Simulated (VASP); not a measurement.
# Ti (C2/m) in VASP: single point with PBEsol

Aim: the single point of Ti with PBEsol.

Program: VASP 6.6.1. These are calculated values, not measurements. Logs are shortened: lines on timing, memory, paths and dates and some standing lists are left out, and cuts for length are marked.

### 1 The cell of the first run

The structure is monoclinic, space group C2/m (No. 12). Conventional cell: a = 4.540 Å, b = 3.210 Å, c = 9.151 Å, α = 90.00°, β = 97.13°, γ = 90.00°. Ti (site symmetry m) has 13 Ti at 2.54 to 3.21 Å within 3.3 Å. Within 3.7 Å of Ti (site symmetry m) lie 14 Ti at 2.78 to 3.21 Å.

### 2 Single point, PBEsol (the part above a cut slid along it)

File INCAR:

```
PREC = Accurate
ENCUT = 520
EDIFF = 1E-6
ISMEAR = 0
SIGMA = 0.15
LREAL = False
LASPH = True
NELM = 60
ALGO = Fast
ISIF = 2
LWAVE = False
LCHARG = False
GGA = PS
NBANDS = 32
```

File KPOINTS:

```
Automatic mesh
0
Gamma
  22 22 7
```

File POSCAR:

```
Ti
1.0
   -1.6051160627      1.6051160627     -1.6051160627
   -1.6051160627     -1.6051160627      1.6051160627
    0.0000000000      7.2230222822      5.6179062194
Ti
4
Direct
   -0.2187500000      0.2187500000      0.8750000000
    0.4687500000      0.5312500000      0.1250000000
   -0.0937500000      0.0937500000      0.3750000000
    0.3437500000      0.6562500000      0.6250000000
```

Potentials or basis: VASP PAW PBE potentials, release 64 (Ti_sv).

On the command line:

```
cat potpaw_PBE.64/Ti_sv/POTCAR > POTCAR
mpirun -np 1 vasp_std > vasp.out
```

OUTCAR:

```text
PREC = Accurate
   ENCUT = 520
   EDIFF = 1E-6
   ISMEAR = 0
   LREAL = False
   LASPH = True
   NELM = 60
   ISIF = 2
   GGA = PS

 ion  position               nearest neighbor table
   1  0.781  0.219  0.875-   2 2.54   4 2.78   4 2.78
   2  0.469  0.531  0.125-   1 2.54   3 2.78   3 2.78
   3  0.906  0.094  0.375-   2 2.78   4 2.78   2 2.78   4 2.78
   4  0.344  0.656  0.625-   3 2.78   1 2.78   3 2.78   1 2.78

  LATTYP: Found a base centered monoclinic cell.
 ALAT       =     4.5399538101
 B/A-ratio  =     0.7071067812
 C/A-ratio  =     2.0155644371
 COS(beta)  =    -0.1240347346

  Lattice vectors:

 A1 = (  -1.6051160627,  -1.6051160627,   1.6051160627)
 A2 = (   1.6051160627,  -1.6051160627,   1.6051160627)
 A3 = (   0.0000000000,   7.2230222822,   5.6179062194)

Analysis of symmetry for initial positions (statically):
=====================================================================
 Subroutine PRICEL returns:
 Original cell was already a primitive cell.

 Routine SETGRP: Setting up the symmetry group for a
 base centered monoclinic supercell.

 Subroutine GETGRP returns: Found  4 space group operations
 (whereof  2 operations were pure point group operations)
 out of a pool of  4 trial point group operations.

The static configuration has the point symmetry C_1h.
 The point group associated with its full space group is C_2h.

Analysis of symmetry for dynamics (positions and initial velocities):
=====================================================================
 Subroutine PRICEL returns:
 Original cell was already a primitive cell.

 Routine SETGRP: Setting up the symmetry group for a
 base centered monoclinic supercell.

 Subroutine GETGRP returns: Found  4 space group operations
 (whereof  2 operations were pure point group operations)
 out of a pool of  4 trial point group operations.

The dynamic configuration has the point symmetry C_1h.
 The point group associated with its full space group is C_2h.

 Subroutine INISYM returns: Found  4 space group operations
 (whereof  2 operations are pure point group operations),
 and found     1 'primitive' translations

----------------------------------------------------------------------------------------

                                     Primitive cell

  volume of cell :      66.1667

  direct lattice vectors                    reciprocal lattice vectors
    -1.605116063  1.605116063 -1.605116063    -0.311503954  0.136282980 -0.175220974
    -1.605116063 -1.605116063  1.605116063    -0.311503954 -0.136282980  0.175220974
     0.000000000  7.223022282  5.617906219     0.000000000  0.077875988  0.077875988

  length of vectors
     2.780142573  2.780142573  9.150569446     0.382505103  0.382505103  0.110133279

  position of ions in fractional coordinates (direct lattice)
     0.781250000  0.218750000  0.875000000
     0.468750000  0.531250000  0.125000000
     0.906250000  0.093750000  0.375000000
     0.343750000  0.656250000  0.625000000

  ion indices of the primitive-cell ions
   primitive index   ion index
                 1           1
                 2           2
                 3           3
                 4           4

----------------------------------------------------------------------------------------

 KPOINTS: Automatic mesh

Automatic generation of k-mesh.
 Grid dimensions read from file:
 generate k-points for:   22   22    7

 Generating k-lattice:

  Cartesian coordinates                     Fractional coordinates (reciprocal lattice)
    -0.014159271  0.006194681 -0.007964590     0.045454545 -0.000000000 -0.000000000
    -0.014159271 -0.006194681  0.007964590    -0.000000000  0.045454545  0.000000000
     0.000000000  0.011125141  0.011125141     0.000000000  0.000000000  0.142857143

  Length of vectors
     0.017386596  0.017386596  0.015733326

  Shift w.r.t. Gamma in fractional coordinates (k-lattice)
     0.000000000  0.000000000  0.000000000

 Subroutine IBZKPT returns following result:
 ===========================================

 Found    892 irreducible k-points:

 Following reciprocal coordinates:
            Coordinates               Weight
  0.000000  0.000000  0.000000      1.000000
  0.045455  0.000000  0.000000      4.000000
  0.090909  0.000000  0.000000      4.000000
  0.136364  0.000000  0.000000      4.000000
  0.181818  0.000000  0.000000      4.000000
  0.227273  0.000000  0.000000      4.000000
[... 16 lines left out ...]
  0.500000  0.045455  0.000000      4.000000
 -0.454545  0.045455  0.000000      4.000000
 [... further k-points ...]
   k-points           NKPTS =    892   k-points in BZ     NKDIM =    892   number of bands    NBANDS=     32
   number of dos      NEDOS =    301   number of ions     NIONS =      4
   total plane-waves  NPLWV =  40320
   dimension x,y,z NGX =    24 NGY =   24 NGZ =   70
   dimension x,y,z NGXF=    48 NGYF=   48 NGZF=  140
   ions per type =               4
   NGX,Y,Z   is equivalent  to a cutoff of  14.35, 14.35, 12.72 a.u.
   NGXF,Y,Z  is equivalent  to a cutoff of  28.70, 28.70, 25.43 a.u.
 SYSTEM =  unknown system
   PREC   = accura    normal or accurate (medium, high low for compatibility)
   ISTART =      0    job   : 0-new  1-cont  2-samecut
   ICHARG =      2    charge: 1-file 2-atom 10-const
   ISPIN  =      1    spin polarized calculation?
   LNONCOLLINEAR =      F non collinear calculations
   LSORBIT =      F    spin-orbit coupling
   LASPH  =      T    aspherical Exc in radial PAW
   ENCUT  =  520.0 eV  38.22 Ry    6.18 a.u.   5.17  5.17 17.01*2*pi/ulx,y,z
   NELM   =     60;   NELMIN=  2; NELMDL= -5     # of ELM steps
   EDIFF  = 0.1E-05   stopping-criterion for ELM
   LREAL  =      F    real-space projection
   EDIFFG = 0.1E-04   stopping-criterion for IOM
   NSW    =      0    number of steps for IOM
   IBRION =     -1    ionic relax: 0-MD 1-quasi-New 2-CG
   NFREE  =      0    steps in history (QN), initial steepest desc. (CG)
   ISIF   =      2    stress and relaxation
   ISYM   =      2    0-nonsym 1-usesym 2-fastsym
   POTIM  = 0.5000    time-step for ionic-motion
   TEBEG  =    0.0;   TEEND  =   0.0 temperature during run
   PSTRESS=    0.0 pullay stress
   NELECT =      48.0000    total number of electrons
   NUPDOWN=      -1.0000    fix difference up-down
   EMIN   =  10.00;   EMAX   =-10.00  energy-range for DOS
   EFERMI =   0.00;   METHOD = LEGACY
   ISMEAR =     0;   SIGMA  =   0.15  broadening in eV -4-tet -1-fermi 0-gaus
   EFERMI_NEDOS =   21; number of points for ismear=-14 and -15
   IALGO  =     68    algorithm
   IMIX   =      4    mixing-type and parameters
     AMIX     =   0.40;   BMIX     =  1.00
     AMIX_MAG =   1.60;   BMIX_MAG =  1.00
  volume/ion in A,a.u.               =      16.54       111.63
  Fermi-wavevector in a.u.,A,eV,Ry     =   1.470987  2.779762 29.440320  2.163802
  Thomas-Fermi vector in A             =   2.586177
   LORBIT       =      0    0 simple, 1 ext, 2 COOP (PROOUT), +10 PAW based schemes
   GGA     = PS    functional components
   LHFCALC =     F    Hartree Fock is set to
   AEXX    =    0.0000 exact exchange contribution
   IVDW    =     0    specifies the selected vdW correction
   LEPSILON=     F    determine dielectric tensor
   LRPA    =     F    only Hartree local field effects (RPA)
 non-spin polarized calculation
 RMM-DIIS sequential band-by-band and
 Gauss-broadening in eV      SIGMA  =   0.15
  energy-cutoff  :      520.00
  volume of cell :       66.17
 maximum number of plane-waves:      1806
 NGX is ok and might be reduce to    24
   NGX = 11   NGY = 11   NGZ = 33

 number of electron      47.9999996 magnetization

 Free energy of the ion-electron system (eV)
  ---------------------------------------------------
  ext. energy  EPLUGINS =         0.00000000
  ---------------------------------------------------
  free energy    TOTEN  =       -32.83242784 eV

  energy without entropy =      -32.74293334  energy(sigma->0) =      -32.78768059

 E-fermi :   8.4906     XC(G=0): -11.8578

 val. band max:        8.4903095608   @ k =   0.3636   0.0000   0.0000
 cond. band min:       8.4910162905   @ k =   0.1818   0.0909  -0.0000
 fundamental gap:      0.0007067297
 Fermi energy:         8.4906254623

 k-point     1 :       0.0000    0.0000    0.0000
  band No.  band energies     occupation
      1     -47.7471      2.00000
      2     -47.6547      2.00000
      3     -47.6396      2.00000
      4     -47.5575      2.00000
      5     -24.5017      2.00000
      6     -24.0805      2.00000
[... 24 lines left out ...]
     31      10.9322      0.00000
     32      10.9387      0.00000

 k-point     2 :       0.0455    0.0000    0.0000
  band No.  band energies     occupation
      1     -47.7448      2.00000
      2     -47.6534      2.00000
      3     -47.6375      2.00000
      4     -47.5567      2.00000
      5     -24.4971      2.00000
      6     -24.0849      2.00000
[... 24 lines left out ...]
     31      10.9069      0.00000
     32      10.9735      0.00000

 k-point     3 :       0.0909    0.0000    0.0000
  band No.  band energies     occupation
      1     -47.7380      2.00000
      2     -47.6494      2.00000
      3     -47.6316      2.00000
      4     -47.5542      2.00000
      5     -24.4836      2.00000
      6     -24.0976      2.00000
[... 24 lines left out ...]
     31      10.8548      0.00000
     32      11.0641      0.00000

 k-point     4 :       0.1364    0.0000    0.0000
  band No.  band energies     occupation
      1     -47.7273      2.00000
      2     -47.6428      2.00000
      3     -47.6224      2.00000
      4     -47.5504      2.00000
      5     -24.4623      2.00000
      6     -24.1179      2.00000
[... 24 lines left out ...]
     31      10.8269      0.00000
     32      11.1190      0.00000

 k-point     5 :       0.1818    0.0000    0.0000
  band No.  band energies     occupation
      1     -47.7132      2.00000
      2     -47.6338      2.00000
      3     -47.6109      2.00000
      4     -47.5459      2.00000
      5     -24.4355      2.00000
      6     -24.1451      2.00000
[... 584 lines left out ...]
     31      11.4742      0.00000
     32      11.6578      0.00000

 k-point    22 :       0.4545    0.0455    0.0000
  band No.  band energies     occupation
      1     -47.6267      2.00000
      2     -47.5575      2.00000
      3     -47.5538      2.00000
      4     -47.5331      2.00000
      5     -24.4531      2.00000
      6     -24.4056      2.00000
[... 24 lines left out ...]
     31      11.4388      0.00000
     32      11.6579      0.00000

 k-point    23 :       0.5000    0.0455    0.0000
  band No.  band energies     occupation
      1     -47.6255      2.00000
      2     -47.5587      2.00000
      3     -47.5507      2.00000
      4     -47.5317      2.00000
      5     -24.4579      2.00000
      6     -24.4115      2.00000
[... 24 lines left out ...]
     31      11.3708      0.00000
     32      11.6350      0.00000

 k-point    24 :      -0.4545    0.0455    0.0000
  band No.  band energies     occupation
      1     -47.6292      2.00000
      2     -47.5671      2.00000
      3     -47.5491      2.00000
      4     -47.5299      2.00000
      5     -24.4478      2.00000
      6     -24.3962      2.00000
[... 24 lines left out ...]
     31      11.3138      0.00000
     32      11.6058      0.00000

 [... further k-points ...]

------------------------ aborting loop because EDIFF is reached ----------------------------------------

  FORCE on cell =-STRESS in cart. coord.  units (eV):
  Direction    XX          YY          ZZ          XY          YZ          ZX
  --------------------------------------------------------------------------------------
  -------------------------------------------------------------------------------------
  Total       -0.9511152     -0.5545591      1.1692002      0.0000000     -0.5060649      0.0000000
  in kB      -23.0305558    -13.4282407     28.3113227      0.0000000    -12.2539895      0.0000000
  external PRESSURE =      -2.7158246 kB  Pullay stress =       0.0000000 kB

 VOLUME and BASIS-vectors are now :
 -----------------------------------------------------------------------------
  energy-cutoff  :      520.00
  volume of cell :       66.17
      direct lattice vectors                 reciprocal lattice vectors
    -1.605116063  1.605116063 -1.605116063    -0.311503954  0.136282980 -0.175220974
    -1.605116063 -1.605116063  1.605116063    -0.311503954 -0.136282980  0.175220974
     0.000000000  7.223022282  5.617906219     0.000000000  0.077875988  0.077875988

 POSITION                                       TOTAL-FORCE (eV/Angst)
 -----------------------------------------------------------------------------------
     -1.60512      7.22302      4.01279         0.000000      0.002891     -0.695845
     -1.60512      0.80256      0.80256         0.000000     -0.002891      0.695845
     -1.60512      4.01279      0.80256         0.000000     -0.137474     -0.163611
     -1.60512      4.01279      4.01279         0.000000      0.137474      0.163611
 -----------------------------------------------------------------------------------
    total drift:                                0.000000      0.000000      0.000000

  FREE ENERGIE OF THE ION-ELECTRON SYSTEM (eV)
  ---------------------------------------------------
  free  energy   TOTEN  =       -32.8324278426 eV

  energy  without entropy=      -32.7429333359  energy(sigma->0) =      -32.78768059
```

It took 2.8 h on 1 thread of Oxide Virtual Turin-like, shared host; peak memory 1.2 GiB.

What came out:

| Quantity | Value |
| --- | --- |
| Free energy | -32.8324 eV |
| Pressure | -0.3 GPa |
| Largest force | 0.696 eV/Å |
| Band gap on the k mesh | zero (bands 24 and 25 overlap by 1.09 eV) |

Forces on the atoms (eV/Å):
```
Ti   0.000  0.003 -0.696
Ti   0.000 -0.003  0.696
Ti   0.000 -0.137 -0.164
Ti   0.000  0.137  0.164
```

Stress tensor (GPa, compression positive):
```
-2.30  0.00  0.00
 0.00 -1.34 -1.23
 0.00 -1.23  2.83
```

Caveat: the cell differs from its parent crystal (the part above a cut slid along it); the stress differs along the axes, from -2 to 3 GPa; the PAW data sets were made with another functional, which shifts forces and pressure a little.
